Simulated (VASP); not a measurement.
## Fe: single point with PBE

Crystal: Fe.

```xyz
1
Lattice="-1.4345 1.4345 1.4345 1.4345 -1.4345 1.4345 1.4345 1.4345 -1.4345" Properties=species:S:1:pos:R:3 pbc="T T T"
Fe    0.0000    0.0000    0.0000
```

```json
{
 "Program": "VASP 6.6.1",
 "Task": "single point",
 "Functional": "PBE",
 "Potentials or basis": "VASP PAW PBE potentials, release 64 (Fe)",
 "Cutoff": "600 eV",
 "k mesh": "14 × 14 × 14",
 "Occupations": "gaussian, width 0.1 eV",
 "Spin": "collinear spin, ferromagnetic start",
 "Starting moments": "[4.07] μB",
 "Fixed moment": "4.07 μB"
}
```

* Pressure: 60.2 GPa
* Net moment: 4.07 μB per cell
* Site moments: Fe +3.86 μB
* Valence electrons inside the program's atomic spheres: Fe 7.16

Wall time 15 s on 1 thread of Intel(R) Xeon(R) 6975P-C (Granite Rapids), on a shared host, peak memory 0.15 GiB.

Caveat: the total moment is fixed, so each spin has its own Fermi level.
